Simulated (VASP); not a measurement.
# Si (P-1) in VASP: single point with r2SCAN

Aim: the single point of Si with r2SCAN.

Program: VASP 6.6.1. These are calculated values, not measurements. Logs are shortened: lines on timing, memory, paths and dates and some standing lists are left out, and cuts for length are marked.

## Step 1: The cell of the first run

The typed cell holds 2 atoms: a = 3.682 Å, b = 3.686 Å, c = 3.665 Å, α = 97.21°, β = 97.75°, γ = 137.48°.

## Step 2: Single point, r2SCAN (atoms moved at random and the cell strained at random)

Input file POSCAR:

```
Si
1.0
   -2.4315747671      2.4226925540      1.3334507613
    2.4381891169     -2.4186857290      1.3381855811
    2.4223989909      2.4095099528     -1.3261750514
Si
2
Direct
    0.3118264855      0.7377660966      0.4628054577
    0.4381735145      0.5122339034      0.0371945423
```

Input file INCAR.step1:

```
SYSTEM = Si
ALGO = Normal
EDIFF = 1E-4
ENCUT = 520
GGA = PE
ISMEAR = 0
LASPH = .True.
LCHARG = .False.
LREAL = .False.
LWAVE = .True.
NBANDS = 11
NELM = 60
PREC = Accurate
SIGMA = 0.15
```

Input file INCAR.step2:

```
SYSTEM = Si
ALGO = Normal
EDIFF = 1E-6
ENCUT = 520
ISIF = 2
ISMEAR = 0
ISTART = 1
LASPH = .True.
LCHARG = .True.
LELF = .True.
LMIXTAU = .True.
LREAL = .False.
LVHAR = .True.
LWAVE = .False.
METAGGA = R2SCAN
NBANDS = 11
NELM = 60
PREC = Accurate
SIGMA = 0.15
```

Input file KPOINTS:

```
k-points
0
Gamma
  14 14 14
  0 0 0
```

Potentials or basis: VASP PAW PBE potentials, release 64 (Si).

The run is started by

```
$ cat potpaw_PBE.64/Si/POTCAR > POTCAR
$ cp INCAR.step1 INCAR
$ mpirun -np 1 vasp_std > vasp.out
$ cp INCAR.step2 INCAR
$ mpirun -np 1 vasp_std > vasp.out
```

OUTCAR:

```text
SYSTEM = Si
   EDIFF = 1E-6
   ENCUT = 520
   ISIF = 2
   ISMEAR = 0
   ISTART = 1
   LASPH = .True.
   LREAL = .False.
   METAGGA = R2SCAN
   NELM = 60
   PREC = Accurate

 ion  position               nearest neighbor table
   1  0.312  0.738  0.463-   2 1.94   2 2.47   2 2.80   2 2.91   2 2.94   2 3.01
   2  0.438  0.512  0.037-   1 1.94   1 2.47   1 2.80   1 2.91   1 2.94   1 3.01

  LATTYP: Found a triclinic cell.
 ALAT       =     7.2149897432
 B/A-ratio  =     0.7309118052
 C/A-ratio  =     0.9481535443
 COS(alpha) =     0.0004655809
 COS(beta)  =     0.4754598758
 COS(gamma) =     0.8716616910

  Lattice vectors:

 A1 = (  -0.0040529234,  -4.8402161568,  -5.3505483947)
 A2 = (   2.4249604173,  -2.4266993790,  -4.0050871037)
 A3 = (  -4.8514123316,  -4.8230267306,  -0.0192862396)

Analysis of symmetry for initial positions (statically):
=====================================================================
 Subroutine PRICEL returns:
 Original cell was already a primitive cell.

 Routine SETGRP: Setting up the symmetry group for a
 triclinic supercell.

 Subroutine GETGRP returns: Found  2 space group operations
 (whereof  1 operations were pure point group operations)
 out of a pool of  2 trial point group operations.

The static configuration has the point symmetry C_1 .
 The point group associated with its full space group is S_2 .

Analysis of symmetry for dynamics (positions and initial velocities):
=====================================================================
 Subroutine PRICEL returns:
 Original cell was already a primitive cell.

 Routine SETGRP: Setting up the symmetry group for a
 triclinic supercell.

 Subroutine GETGRP returns: Found  2 space group operations
 (whereof  1 operations were pure point group operations)
 out of a pool of  2 trial point group operations.

The dynamic configuration has the point symmetry C_1 .
 The point group associated with its full space group is S_2 .

 Subroutine INISYM returns: Found  2 space group operations
 (whereof  1 operations are pure point group operations),
 and found     1 'primitive' translations

----------------------------------------------------------------------------------------

                                     Primitive cell

  volume of cell :      31.3744

  direct lattice vectors                    reciprocal lattice vectors
    -2.431574767  2.422692554  1.333450761    -0.000534537  0.206380842  0.373994240
     2.438189117 -2.418685729  1.338185581     0.204812442 -0.000173899  0.373795632
     2.422398991  2.409509953 -1.326175051     0.206129860  0.207337622 -0.000821287

  length of vectors
     3.682402204  3.685857767  3.665036883     0.427159255  0.426229212  0.292368061

  position of ions in fractional coordinates (direct lattice)
     0.311826485  0.737766097  0.462805458
     0.438173515  0.512233903  0.037194542

  ion indices of the primitive-cell ions
   primitive index   ion index
                 1           1
                 2           2

----------------------------------------------------------------------------------------

 KPOINTS: k-points

Automatic generation of k-mesh.
 Grid dimensions read from file:
 generate k-points for:   14   14   14

 Generating k-lattice:

  Cartesian coordinates                     Fractional coordinates (reciprocal lattice)
    -0.000038181  0.014741489  0.026713874     0.071428571 -0.000000000  0.000000000
     0.014629460 -0.000012421  0.026699688     0.000000000  0.071428571  0.000000000
     0.014723561  0.014809830 -0.000058663    -0.000000000 -0.000000000  0.071428571

  Length of vectors
     0.030511375  0.030444944  0.020883433

  Shift w.r.t. Gamma in fractional coordinates (k-lattice)
     0.000000000  0.000000000  0.000000000

 Subroutine IBZKPT returns following result:
 ===========================================

 Found   1376 irreducible k-points:

 Following reciprocal coordinates:
            Coordinates               Weight
  0.000000  0.000000  0.000000      1.000000
  0.071429 -0.000000  0.000000      2.000000
  0.142857  0.000000  0.000000      2.000000
  0.214286  0.000000 -0.000000      2.000000
  0.285714  0.000000  0.000000      2.000000
  0.357143 -0.000000 -0.000000      2.000000
[... 16 lines left out ...]
  0.000000  0.142857  0.000000      2.000000
  0.071429  0.142857  0.000000      2.000000
 [... further k-points ...]
   k-points           NKPTS =   1376   k-points in BZ     NKDIM =   1376   number of bands    NBANDS=     11
   number of dos      NEDOS =    301   number of ions     NIONS =      2
   total plane-waves  NPLWV =  21952
   dimension x,y,z NGX =    28 NGY =   28 NGZ =   28
   dimension x,y,z NGXF=    56 NGYF=   56 NGZF=   56
   ions per type =               2
   NGX,Y,Z   is equivalent  to a cutoff of  12.64, 12.63, 12.70 a.u.
   NGXF,Y,Z  is equivalent  to a cutoff of  25.28, 25.26, 25.40 a.u.
 SYSTEM =  Si
   PREC   = accura    normal or accurate (medium, high low for compatibility)
   ISTART =      1    job   : 0-new  1-cont  2-samecut
   ICHARG =      0    charge: 1-file 2-atom 10-const
   ISPIN  =      1    spin polarized calculation?
   LNONCOLLINEAR =      F non collinear calculations
   LSORBIT =      F    spin-orbit coupling
   LASPH  =      T    aspherical Exc in radial PAW
   ENCUT  =  520.0 eV  38.22 Ry    6.18 a.u.   6.85  6.85  6.81*2*pi/ulx,y,z
   NELM   =     60;   NELMIN=  2; NELMDL=  0     # of ELM steps
   EDIFF  = 0.1E-05   stopping-criterion for ELM
   LREAL  =      F    real-space projection
   EDIFFG = 0.1E-04   stopping-criterion for IOM
   NSW    =      0    number of steps for IOM
   IBRION =     -1    ionic relax: 0-MD 1-quasi-New 2-CG
   NFREE  =      0    steps in history (QN), initial steepest desc. (CG)
   ISIF   =      2    stress and relaxation
   ISYM   =      2    0-nonsym 1-usesym 2-fastsym
   POTIM  = 0.5000    time-step for ionic-motion
   TEBEG  =    0.0;   TEEND  =   0.0 temperature during run
   PSTRESS=    0.0 pullay stress
   NELECT =       8.0000    total number of electrons
   NUPDOWN=      -1.0000    fix difference up-down
   EMIN   =  10.00;   EMAX   =-10.00  energy-range for DOS
   EFERMI =   0.00;   METHOD = LEGACY
   ISMEAR =     0;   SIGMA  =   0.15  broadening in eV -4-tet -1-fermi 0-gaus
   EFERMI_NEDOS =   21; number of points for ismear=-14 and -15
   IALGO  =     38    algorithm
   IMIX   =      4    mixing-type and parameters
     AMIX     =   0.40;   BMIX     =  1.00
     AMIX_MAG =   1.60;   BMIX_MAG =  1.00
  volume/ion in A,a.u.               =      15.69       105.86
  Fermi-wavevector in a.u.,A,eV,Ry     =   1.038117  1.961756 14.662809  1.077686
  Thomas-Fermi vector in A             =   2.172586
   LORBIT       =      0    0 simple, 1 ext, 2 COOP (PROOUT), +10 PAW based schemes
   METAGGA = R2SCAN    functional components
   LHFCALC =     F    Hartree Fock is set to
   AEXX    =    0.0000 exact exchange contribution
   IVDW    =     0    specifies the selected vdW correction
   LEPSILON=     F    determine dielectric tensor
   LRPA    =     F    only Hartree local field effects (RPA)
 non-spin polarized calculation
 Gauss-broadening in eV      SIGMA  =   0.15
  energy-cutoff  :      520.00
  volume of cell :       31.37
 maximum number of plane-waves:       858
   NGX = 13   NGY = 13   NGZ = 13

 number of electron       7.9999999 magnetization

 Free energy of the ion-electron system (eV)
  ---------------------------------------------------
  ext. energy  EPLUGINS =         0.00000000
  ---------------------------------------------------
  free energy    TOTEN  =       -15.01488284 eV

  energy without entropy =      -15.00637503  energy(sigma->0) =      -15.01062894

 E-fermi :   8.7287     XC(G=0): -11.2684

 val. band max:        8.7285753700   @ k =   0.2143   0.0714   0.2857
 cond. band min:       8.7301661703   @ k =   0.0714   0.5000   0.0714
 fundamental gap:      0.0015908003
 Fermi energy:         8.7286913090

 k-point     1 :       0.0000    0.0000    0.0000
  band No.  band energies     occupation
      1      -5.9251      2.00000
      2       5.3935      2.00000
      3       6.6130      2.00000
      4       6.7712      2.00000
      5       9.3035      0.00000
      6      16.8985      0.00000
      7      17.0373      0.00000
      8      18.2388      0.00000
      9      18.5594      0.00000
     10      19.3338      0.00000
     11      20.0514      0.00000

 k-point     2 :       0.0714   -0.0000    0.0000
  band No.  band energies     occupation
      1      -5.7875      2.00000
      2       5.2748      2.00000
      3       6.0408      2.00000
      4       7.6511      2.00000
      5       9.5800      0.00000
      6      14.8767      0.00000
      7      16.6170      0.00000
      8      17.7385      0.00000
      9      19.1985      0.00000
     10      19.4009      0.00000
     11      20.2192      0.00000

 k-point     3 :       0.1429    0.0000    0.0000
  band No.  band energies     occupation
      1      -5.3761      2.00000
      2       5.0326      2.00000
      3       5.7015      2.00000
      4       8.8580      0.22287
      5      10.2920      0.00000
      6      12.4702      0.00000
      7      14.8061      0.00000
      8      16.5884      0.00000
      9      18.1778      0.00000
     10      19.1857      0.00000
     11      20.6051      0.00000
[... 267 lines left out ...]
 k-point    23 :       0.0000    0.1429    0.0000
  band No.  band energies     occupation
      1      -5.3783      2.00000
      2       4.7846      2.00000
      3       6.2924      2.00000
      4       8.3082      1.99993
      5      10.4531      0.00000
      6      12.4332      0.00000
      7      14.3779      0.00000
      8      17.3591      0.00000
      9      17.6536      0.00000
     10      20.2254      0.00000
     11      20.8561      0.00000

 k-point    24 :       0.0714    0.1429    0.0000
  band No.  band energies     occupation
      1      -4.8095      2.00000
      2       4.7393      2.00000
      3       7.3400      2.00000
      4       8.4878      1.97685
      5      10.2607      0.00000
      6      10.9767      0.00000
      7      12.7104      0.00000
      8      15.4832      0.00000
      9      17.0613      0.00000
     10      19.0946      0.00000
     11      19.9115      0.00000

 [... further k-points ...]

------------------------ aborting loop because EDIFF is reached ----------------------------------------

  FORCE on cell =-STRESS in cart. coord.  units (eV):
  Direction    XX          YY          ZZ          XY          YZ          ZX
  --------------------------------------------------------------------------------------
  -------------------------------------------------------------------------------------
  Total       13.6725878     -1.7403543      0.0920735      0.8822899     -0.1729894     -2.5525421
  in kB      698.2086260    -88.8734730      4.7018549     45.0552916     -8.8339294   -130.3489101
  external PRESSURE =     204.6790027 kB  Pullay stress =       0.0000000 kB

 VOLUME and BASIS-vectors are now :
 -----------------------------------------------------------------------------
  energy-cutoff  :      520.00
  volume of cell :       31.37
      direct lattice vectors                 reciprocal lattice vectors
    -2.431574767  2.422692554  1.333450761    -0.000534537  0.206380842  0.373994240
     2.438189117 -2.418685729  1.338185581     0.204812442 -0.000173899  0.373795632
     2.422398991  2.409509953 -1.326175051     0.206129860  0.207337622 -0.000821287

 POSITION                                       TOTAL-FORCE (eV/Angst)
 -----------------------------------------------------------------------------------
      2.16168      0.08617      0.78931         8.274155      0.301219     -2.038113
      0.27357     -0.08775      1.22042        -8.274155     -0.301219      2.038113
 -----------------------------------------------------------------------------------
    total drift:                               -0.000000      0.000000      0.000000

  FREE ENERGIE OF THE ION-ELECTRON SYSTEM (eV)
  ---------------------------------------------------
  free  energy   TOTEN  =       -15.0148828419 eV

  energy  without entropy=      -15.0063750341  energy(sigma->0) =      -15.01062894
```

Run time: 11 min. Hardware: 1 thread of Intel Xeon 6975P-C (Granite Rapids), shared host; peak memory 0.46 GiB.

Results:

```yaml
Free_energy: -15.0149 eV
Pressure: 20.5 GPa
Largest_force: 8.527 eV/Å
Band_gap_on_the_k_mesh: zero (bands 4 and 5 overlap by 6.02 eV)
```

Forces in eV/Å, atoms in the order of the input:
```
Si   8.274  0.301 -2.038
Si  -8.274 -0.301  2.038
```

Levels at points of the mesh, in eV from the Fermi level:
| k point | band 1 | band 2 | band 3 | band 4 | band 5 | band 6 | band 7 | band 8 | band 9 |
| --- | --- | --- | --- | --- | --- | --- | --- | --- | --- |
| (0.00, 0.00, 0.00) | -14.65 | -3.34 | -2.12 | -1.96 | 0.57 | 8.17 | 8.31 | 9.51 | 9.83 |
| (0.50, 0.00, 0.00) | -8.88 | -7.13 | -2.96 | -1.49 | -1.02 | 0.57 | 5.66 | 6.12 | 9.43 |
| (0.00, 0.50, 0.00) | -8.92 | -7.15 | -2.82 | -1.36 | -0.52 | -0.04 | 4.64 | 5.89 | 10.87 |
| (0.50, 0.50, 0.00) | -12.87 | -9.39 | -2.03 | 1.26 | 3.17 | 3.49 | 7.07 | 8.76 | 9.79 |
| (0.00, 0.00, 0.50) | -12.29 | -10.43 | -0.67 | 0.65 | 3.32 | 3.44 | 6.52 | 8.13 | 10.67 |
| (0.50, 0.00, 0.50) | -8.57 | -7.61 | -2.14 | -1.74 | -1.63 | 1.47 | 4.12 | 6.30 | 10.67 |
| (0.00, 0.50, 0.50) | -8.75 | -7.32 | -2.05 | -1.82 | -1.78 | 0.75 | 5.46 | 6.50 | 9.34 |
| (0.50, 0.50, 0.50) | -10.65 | -8.82 | -6.60 | -5.22 | 5.11 | 6.04 | 13.27 | 13.31 | 13.49 |

Caveat: the cell differs from its parent crystal (atoms moved at random and the cell strained at random); the cell stands under pressure; the PAW data sets were made with another functional, which shifts forces and pressure a little.
